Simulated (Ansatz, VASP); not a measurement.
**C in VASP and in Ansatz**

```
CELL_PARAMETERS angstrom
1.22835 0.70919 9.76603
-1.22835 0.70919 9.76603
0.00000 -1.41838 9.76603
ATOMIC_POSITIONS crystal
C 0.02482 0.02482 0.02482
C 0.97518 0.97518 0.97518
C 0.10869 0.10869 0.10869
C 0.89131 0.89131 0.89131
C 0.15837 0.15837 0.15837
C 0.84163 0.84163 0.84163
C 0.37486 0.37486 0.37486
C 0.62514 0.62514 0.62514
C 0.42532 0.42532 0.42532
C 0.57468 0.57468 0.57468
```

Alike in both runs: task single point; functional PBEsol; k mesh 12 × 12 × 12; occupations gaussian, width 0.05 eV; no spin polarisation.

|  | VASP | Ansatz |
| --- | --- | --- |
| version | VASP 6.6.1 | Ansatz 0.2.0 |
| potentials or method | VASP PAW PBE potentials, release 64 (C), cutoff 520 eV | scalar-relativistic, plane waves, PAW |
| valence electrons in the cell | 40 | 40 |

Ansatz gave:

| Item | Value |
| --- | --- |
| gap on the k mesh at the Fermi level (eV) | 4.20 |
| least direct gap on the mesh (eV) | 5.11 |
| rms of the force components (eV/Å) | 0.214 |

Q: What did VASP give for the same quantities?

A: gap on the k mesh at the Fermi level (eV): 4.19; least direct gap on the mesh (eV): 5.11; rms of the force components (eV/Å): 0.221.

VASP's potentials were made for PBE, not for PBEsol, and Ansatz warns of the same on its side. Atom by atom the forces differ by 0.007 eV/Å (rms over components).
